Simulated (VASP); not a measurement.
Crystal: MgO (Periclase).

```
Mg O
1.0
     0.00000    1.97961    2.10217
     1.97961    0.00000    2.10217
     1.97961    1.97961    0.00000
Mg O
1 1
Direct
  0.00000 0.00000 0.00000
  0.50000 0.50000 0.50000
```

This cell differs from its parent crystal: biaxial xy strain -5.8%.

Base run:

```yaml
Program: VASP 6.6.1
Functional: r2SCAN
Potentials_or_basis: VASP PAW PBE potentials, release 64 (Mg, O)
Cutoff: 520 eV
k_mesh: 10 × 10 × 10
Occupations: gaussian, width 0.01 eV
Spin: no spin polarisation
```

Its results: band gap on the k mesh 6.88 eV, direct; pressure 26.3 GPa.

Problem. The run is repeated on the same cell with these changes: functional from r2SCAN to PBE; occupations from gaussian, width 0.01 eV to fermi-dirac, width 0.02 eV. What comes out?

Solution. Band gap on the k mesh 5.95 eV, direct; pressure 32.9 GPa.

Caveats: the PAW data sets were made with another functional, which shifts forces and pressure a little (some runs).

